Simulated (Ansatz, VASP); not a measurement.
**C in VASP and in Ansatz**

```
C
1.0
    -1.62000    1.62000    4.06789
     1.62000   -1.62000    4.06789
     1.62000    1.62000   -4.06789
C
4
Direct
  0.25000 0.75000 0.00000
  0.75000 0.25000 0.00000
  0.75000 0.75000 0.50000
  0.25000 0.25000 0.50000
```

Alike in both runs: functional PBE; k mesh 8 × 8 × 8; occupations gaussian, width 0.1 eV; no spin polarisation.

Ansatz relaxed the structure, and its values are those at the end. VASP's run is a single point on that final structure, the one shown.

|  | VASP | Ansatz |
| --- | --- | --- |
| version | VASP 6.6.1 | Ansatz 0.2.0 |
| potentials or method | VASP PAW PBE potentials, release 64 (C), cutoff 520 eV | scalar-relativistic, plane waves, PAW |
| valence electrons in the cell | 16 | 16 |

|  | VASP | Ansatz | Ansatz less VASP |
| --- | --- | --- | --- |
| gap on the k mesh at the Fermi level (eV) | none | none | - |
| pressure (GPa) | 0.5 | 0.3 | -0.16 |

A gap of «none» marks a metal or a gap that the smearing closes. With one functional, cell and mesh, what is left measures potentials, basis and numerics.
